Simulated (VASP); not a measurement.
# N (P-1) in VASP: a series of runs

N is run at these levels: PBE+D3(BJ); tasks: single point.

All numbers are computed with VASP 6.6.1; they aren't measurements. Logs are shortened: lines on timing, memory, paths and dates and some standing lists are left out, and cuts for length are marked.

## 1. The cell of the first run

The typed cell holds 8 atoms: a = 3.817 Å, b = 3.817 Å, c = 14.873 Å, α = 87.79°, β = 85.58°, γ = 60.00°.

## 2. Single point, PBE+D3(BJ) (the part above a cut slid along it)

INCAR reads:

```
SYSTEM = N
PREC = Accurate
ENCUT = 520
EDIFF = 1E-7
ISMEAR = 0
SIGMA = 0.05
LREAL = .False.
LASPH = .True.
NELM = 100
ALGO = Normal
ISIF = 2
LWAVE = .False.
LCHARG = .False.
GGA = PE
IVDW = 12
NBANDS = 30
```

KPOINTS reads:

```
regular mesh
0
Gamma
  7 7 2
  0 0 0
```

POSCAR reads:

```
N
1.0
   -3.8165516810      0.0000000000      0.0000000000
   -1.9082758405     -3.3052307106      0.0000000000
   -1.1449655043      0.0000000000     14.8290392674
N
8
Direct
    0.0596848932      0.3333333333      0.9121614671
    0.2096848932      0.3333333333      0.4121614671
    0.0819817735      0.3333333333      0.8378385329
    0.2319817735      0.3333333333      0.3378385329
    0.6180182265      0.6666666667      0.1621614671
    0.4680182265      0.6666666667      0.6621614671
    0.6403151068      0.6666666667      0.0878385329
    0.4903151068      0.6666666667      0.5878385329
```

Potentials or basis: VASP PAW PBE potentials, release 64 (N).

Launch:

```bash
> cat potpaw_PBE.64/N/POTCAR > POTCAR
> mpirun -np 1 vasp_std > vasp.out
```

OUTCAR:

```text
SYSTEM = N
   PREC = Accurate
   ENCUT = 520
   EDIFF = 1E-7
   ISMEAR = 0
   LREAL = .False.
   LASPH = .True.
   NELM = 100
   ISIF = 2
   GGA = PE
   IVDW = 12
 IVDW          = 12

 ion  position               nearest neighbor table
   1  0.060  0.333  0.912-   3 1.10
   2  0.210  0.333  0.412-   4 1.10
   3  0.082  0.333  0.838-   1 1.10
   4  0.232  0.333  0.338-   2 1.10
   5  0.618  0.667  0.162-   7 1.10
   6  0.468  0.667  0.662-   8 1.10
   7  0.640  0.667  0.088-   5 1.10
   8  0.490  0.667  0.588-   6 1.10

  LATTYP: Found a base centered monoclinic cell.
 ALAT       =     3.8165516810
 B/A-ratio  =     1.7320508076
 C/A-ratio  =     3.8970193031
 COS(beta)  =    -0.0769819128

  Lattice vectors:

 A1 = (   1.9082758405,  -3.3052307106,   0.0000000000)
 A2 = (   1.9082758405,   3.3052307106,   0.0000000000)
 A3 = (  -1.1449655043,   0.0000000000,  14.8290392674)

Analysis of symmetry for initial positions (statically):
=====================================================================
 Subroutine PRICEL returns:
 Original cell was already a primitive cell.

 Routine SETGRP: Setting up the symmetry group for a
 base centered monoclinic supercell.

 Subroutine GETGRP returns: Found  2 space group operations
 (whereof  1 operations were pure point group operations)
 out of a pool of  4 trial point group operations.

The static configuration has the point symmetry C_1 .
 The point group associated with its full space group is S_2 .

Analysis of symmetry for dynamics (positions and initial velocities):
=====================================================================
 Subroutine PRICEL returns:
 Original cell was already a primitive cell.

 Routine SETGRP: Setting up the symmetry group for a
 base centered monoclinic supercell.

 Subroutine GETGRP returns: Found  2 space group operations
 (whereof  1 operations were pure point group operations)
 out of a pool of  4 trial point group operations.

The dynamic configuration has the point symmetry C_1 .
 The point group associated with its full space group is S_2 .

 Subroutine INISYM returns: Found  2 space group operations
 (whereof  1 operations are pure point group operations),
 and found     1 'primitive' translations

[... 109 lines left out ...]
   NSW    =      0    number of steps for IOM
   IBRION =     -1    ionic relax: 0-MD 1-quasi-New 2-CG
   NFREE  =      0    steps in history (QN), initial steepest desc. (CG)
   ISIF   =      2    stress and relaxation
   ISYM   =      2    0-nonsym 1-usesym 2-fastsym
   POTIM  = 0.5000    time-step for ionic-motion
   TEBEG  =    0.0;   TEEND  =   0.0 temperature during run
   PSTRESS=    0.0 pullay stress
   NELECT =      40.0000    total number of electrons
   NUPDOWN=      -1.0000    fix difference up-down
   EMIN   =  10.00;   EMAX   =-10.00  energy-range for DOS
   EFERMI =   0.00;   METHOD = LEGACY
   ISMEAR =     0;   SIGMA  =   0.05  broadening in eV -4-tet -1-fermi 0-gaus
   EFERMI_NEDOS =   21; number of points for ismear=-14 and -15
   IALGO  =     38    algorithm
   IMIX   =      4    mixing-type and parameters
     AMIX     =   0.40;   BMIX     =  1.00
     AMIX_MAG =   1.60;   BMIX_MAG =  1.00
  volume/ion in A,a.u.               =      23.38       157.79
  Fermi-wavevector in a.u.,A,eV,Ry     =   0.978963  1.849971 13.039390  0.958368
  Thomas-Fermi vector in A             =   2.109779
   LORBIT       =      0    0 simple, 1 ext, 2 COOP (PROOUT), +10 PAW based schemes
   GGA     = PE    functional components
   LHFCALC =     F    Hartree Fock is set to
   AEXX    =    0.0000 exact exchange contribution
   IVDW    =    12    specifies the selected vdW correction
   LEPSILON=     F    determine dielectric tensor
   LRPA    =     F    only Hartree local field effects (RPA)
 non-spin polarized calculation
 Gauss-broadening in eV      SIGMA  =   0.05
  energy-cutoff  :      520.00
  volume of cell :      187.06
 maximum number of plane-waves:      5061
   NGX = 15   NGY = 15   NGZ = 55

 number of electron      40.0000008 magnetization

 Free energy of the ion-electron system (eV)
  ---------------------------------------------------
  ext. energy  EPLUGINS =         0.00000000
  ---------------------------------------------------
  free energy    TOTEN  =       -66.52399045 eV

  energy without entropy =      -66.52399045  energy(sigma->0) =      -66.52399045

 E-fermi :  -6.1488     XC(G=0):  -6.3041

 val. band max:       -6.3850481149   @ k =  -0.2857  -0.2857  -0.0000
 cond. band min:       0.5660959224   @ k =  -0.4286  -0.4286   0.0000
 fundamental gap:      6.9511440373
 Fermi energy:        -6.1487916390

 k-point     1 :       0.0000    0.0000    0.0000
  band No.  band energies     occupation
      1     -25.0262      2.00000
      2     -25.0153      2.00000
      3     -25.0149      2.00000
      4     -25.0028      2.00000
      5     -10.6011      2.00000
      6     -10.2855      2.00000
[... 781 lines left out ...]
     29       5.5550      0.00000
     30       6.0314      0.00000

 [... further k-points ...]

------------------------ aborting loop because EDIFF is reached ----------------------------------------

 Edisp (eV)   -0.41340

 E8    (eV) :    -0.0970

  FORCE on cell =-STRESS in cart. coord.  units (eV):
  Direction    XX          YY          ZZ          XY          YZ          ZX
  --------------------------------------------------------------------------------------
  -------------------------------------------------------------------------------------
  Total      -0.25029    -0.18737     7.77123    -0.07866    -0.17980     0.12657
  in kB      -2.14372    -1.60478    66.56015    -0.67368    -1.53999     1.08409
  external pressure =       20.94 kB  Pullay stress =        0.00 kB

 VOLUME and BASIS-vectors are now :
 -----------------------------------------------------------------------------
  energy-cutoff  :      520.00
  volume of cell :      187.06
      direct lattice vectors                 reciprocal lattice vectors
    -3.816551681  0.000000000  0.000000000    -0.262016627  0.151275370 -0.020230576
    -1.908275840 -3.305230711  0.000000000     0.000000000 -0.302550741  0.000000000
    -1.144965504  0.000000000 14.829039267     0.000000000  0.000000000  0.067435252

 POSITION                                       TOTAL-FORCE (eV/Angst)
 -----------------------------------------------------------------------------------
     -1.90828     -1.10174     13.52648        -0.076751      0.108842      1.635151
     -1.90828     -1.10174      6.11196         0.000042      0.000021      1.740123
     -1.90828     -1.10174     12.42434         0.015124     -0.021478     -1.767300
     -1.90828     -1.10174      5.00982        -0.000189      0.000086     -1.740162
     -3.81655     -2.20349      2.40470        -0.015124      0.021478      1.767300
     -3.81655     -2.20349      9.81922         0.000189     -0.000086      1.740162
     -3.81655     -2.20349      1.30256         0.076751     -0.108842     -1.635151
     -3.81655     -2.20349      8.71708        -0.000042     -0.000021     -1.740123
 -----------------------------------------------------------------------------------
    total drift:                                0.000003     -0.000001      0.000003

  FREE ENERGIE OF THE ION-ELECTRON SYSTEM (eV)
  ---------------------------------------------------
  free  energy   TOTEN  =       -66.9373861394 eV

  energy  without entropy=      -66.9373861394  energy(sigma->0) =      -66.93738614
```

stdout:

```text
POSCAR found type information on POSCAR N
 POSCAR found :  1 types and       8 ions
 scaLAPACK will be used
 LDA part: xc-table for (Slater+PW92), standard interpolation
 POSCAR, INCAR and KPOINTS ok, starting setup
 FFT: planning ... GRIDC
 FFT: planning ... GRID_SOFT
 FFT: planning ... GRID
 WAVECAR not read
 entering main loop
```

Wall time 10 min (1 thread of Intel Xeon 8259CL, shared host); peak memory 0.39 GiB.

Results:

- Free energy: -66.9374 eV
- Pressure: 2.1 GPa
- Largest force: 1.767 eV/Å
- Band gap on the k mesh: 6.95 eV (least direct gap 6.96 eV)
- Dispersion energy per atom: -0.052 eV

Forces on the atoms (eV/Å):
```
N   -0.077  0.109  1.635
N    0.000  0.000  1.740
N    0.015 -0.021 -1.767
N    0.000  0.000 -1.740
N   -0.015  0.021  1.767
N    0.000  0.000  1.740
N    0.077 -0.109 -1.635
N    0.000  0.000 -1.740
```

Stress tensor (GPa, compression positive):
```
-0.21 -0.07  0.11
-0.07 -0.16 -0.15
 0.11 -0.15  6.66
```

Levels at points of the mesh, in eV from the valence-band top:
| k point | band 16 | band 17 | band 18 | band 19 | band 20 | band 21 | band 22 | band 23 | band 24 | band 25 |
| --- | --- | --- | --- | --- | --- | --- | --- | --- | --- | --- |
| (0.00, 0.00, 0.00) | -1.61 | -1.21 | -0.59 | -0.53 | -0.02 | 8.01 | 8.07 | 8.07 | 8.17 | 8.20 |
| (0.00, 0.00, 0.50) | -1.61 | -1.03 | -0.97 | -0.21 | -0.13 | 8.02 | 8.04 | 8.07 | 8.18 | 8.18 |

Caveat: the cell differs from its parent crystal (the part above a cut slid along it); the standard files for N, O and F lose accuracy on very short bonds; the stress differs along the axes, from -0 to 7 GPa; forces of over 1 eV/Å act on the atoms, so gaps and moduli don't describe the material at rest. A k mesh can miss the band edges.

## 3. Single point, PBE+D3(BJ)

INCAR reads:

```
SYSTEM = N
PREC = Accurate
ENCUT = 520
EDIFF = 1E-6
ISMEAR = -5
SIGMA = 0.05
LREAL = .FALSE.
LASPH = .TRUE.
NELM = 100
ALGO = Normal
ISIF = 2
LWAVE = .FALSE.
LCHARG = .FALSE.
GGA = PE
IVDW = 12
NBANDS = 30
```

KPOINTS reads:

```
Automatic mesh
0
G
  7 7 2
  0 0 0
```

POSCAR is that of step 2.

Potentials or basis: VASP PAW PBE potentials, release 64 (N).

Launch:

```bash
> cat potpaw_PBE.64/N/POTCAR > POTCAR
> mpirun -np 1 vasp_std > vasp.out
```

OUTCAR:

```text
SYSTEM = N
   PREC = Accurate
   ENCUT = 520
   EDIFF = 1E-6
   ISMEAR = -5
   LREAL = .FALSE.
   LASPH = .TRUE.
   NELM = 100
   ISIF = 2
   GGA = PE
   IVDW = 12
 IVDW          = 12

 ion  position               nearest neighbor table
   1  0.060  0.333  0.912-   3 1.10
   2  0.210  0.333  0.412-   4 1.10
   3  0.082  0.333  0.838-   1 1.10
   4  0.232  0.333  0.338-   2 1.10
   5  0.618  0.667  0.162-   7 1.10
   6  0.468  0.667  0.662-   8 1.10
   7  0.640  0.667  0.088-   5 1.10
   8  0.490  0.667  0.588-   6 1.10

  LATTYP: Found a base centered monoclinic cell.
 ALAT       =     3.8165516810
 B/A-ratio  =     1.7320508076
 C/A-ratio  =     3.8970193031
 COS(beta)  =    -0.0769819128

  Lattice vectors:

 A1 = (   1.9082758405,  -3.3052307106,   0.0000000000)
 A2 = (   1.9082758405,   3.3052307106,   0.0000000000)
 A3 = (  -1.1449655043,   0.0000000000,  14.8290392674)

Analysis of symmetry for initial positions (statically):
[... 190 lines left out ...]

 val. band max:       -6.3848835881   @ k =  -0.2857  -0.2857  -0.0000
 cond. band min:       0.5662794440   @ k =  -0.4286  -0.4286   0.0000
 fundamental gap:      6.9511630320
 Fermi energy:        -6.3362930262

 k-point     1 :       0.0000    0.0000    0.0000
  band No.  band energies     occupation
      1     -25.0260      2.00000
      2     -25.0150      2.00000
      3     -25.0148      2.00000
      4     -25.0024      2.00000
      5     -10.6011      2.00000
      6     -10.2855      2.00000
[... 781 lines left out ...]
     29       5.5550      0.00000
     30       6.0328      0.00000

 [... further k-points ...]

------------------------ aborting loop because EDIFF is reached ----------------------------------------

 Edisp (eV)   -0.41340

 E8    (eV) :    -0.0970

  FORCE on cell =-STRESS in cart. coord.  units (eV):
  Direction    XX          YY          ZZ          XY          YZ          ZX
  --------------------------------------------------------------------------------------
  -------------------------------------------------------------------------------------
  Total      -0.25078    -0.18787     7.77067    -0.07863    -0.17979     0.12657
  in kB      -2.14789    -1.60908    66.55541    -0.67350    -1.53987     1.08409
  external pressure =       20.93 kB  Pullay stress =        0.00 kB

 VOLUME and BASIS-vectors are now :
 -----------------------------------------------------------------------------
  energy-cutoff  :      520.00
  volume of cell :      187.06
      direct lattice vectors                 reciprocal lattice vectors
    -3.816551681  0.000000000  0.000000000    -0.262016627  0.151275370 -0.020230576
    -1.908275840 -3.305230711  0.000000000     0.000000000 -0.302550741  0.000000000
    -1.144965504  0.000000000 14.829039267     0.000000000  0.000000000  0.067435252

 POSITION                                       TOTAL-FORCE (eV/Angst)
 -----------------------------------------------------------------------------------
     -1.90828     -1.10174     13.52648        -0.076758      0.108850      1.634822
     -1.90828     -1.10174      6.11196         0.000041      0.000022      1.739660
     -1.90828     -1.10174     12.42434         0.015124     -0.021479     -1.767118
     -1.90828     -1.10174      5.00982        -0.000187      0.000086     -1.739693
     -3.81655     -2.20349      2.40470        -0.015124      0.021479      1.767118
     -3.81655     -2.20349      9.81922         0.000187     -0.000086      1.739693
     -3.81655     -2.20349      1.30256         0.076758     -0.108850     -1.634822
     -3.81655     -2.20349      8.71708        -0.000041     -0.000022     -1.739660
 -----------------------------------------------------------------------------------
    total drift:                                0.000003     -0.000001      0.000003

  FREE ENERGIE OF THE ION-ELECTRON SYSTEM (eV)
  ---------------------------------------------------
  free  energy   TOTEN  =       -66.9373862158 eV

  energy  without entropy=      -66.9373862158  energy(sigma->0) =      -66.93738622
```

stdout:

```text
POSCAR found type information on POSCAR N
 POSCAR found :  1 types and       8 ions
 scaLAPACK will be used
 LDA part: xc-table for (Slater+PW92), standard interpolation
 POSCAR, INCAR and KPOINTS ok, starting setup
 FFT: planning ... GRIDC
 FFT: planning ... GRID_SOFT
 FFT: planning ... GRID
 WAVECAR not read
 entering main loop
```

It took 9.6 min on 1 thread of Intel Xeon 8259CL, shared host; peak memory 0.4 GiB.

What came out:

* Free energy: -66.9374 eV
* Pressure: 2.1 GPa
* Largest force: 1.767 eV/Å
* Band gap on the k mesh: 6.95 eV (least direct gap 6.96 eV)
* Dispersion energy per atom: -0.052 eV

Forces on the atoms (eV/Å):
```
N   -0.077  0.109  1.635
N    0.000  0.000  1.740
N    0.015 -0.021 -1.767
N    0.000  0.000 -1.740
N   -0.015  0.021  1.767
N    0.000  0.000  1.740
N    0.077 -0.109 -1.635
N    0.000  0.000 -1.740
```

Levels at points of the mesh, in eV from the valence-band top:
| k point | band 18 | band 19 | band 20 | band 21 | band 22 | band 23 |
| --- | --- | --- | --- | --- | --- | --- |
| (0.00, 0.00, 0.00) | -0.59 | -0.53 | -0.02 | 8.01 | 8.07 | 8.07 |
| (0.00, 0.00, 0.50) | -0.97 | -0.21 | -0.13 | 8.02 | 8.04 | 8.07 |

Caveat: the standard files for N, O and F lose accuracy on very short bonds; the stress differs along the axes, from -0 to 7 GPa; forces of over 1 eV/Å act on the atoms, so gaps and moduli don't describe the material at rest.
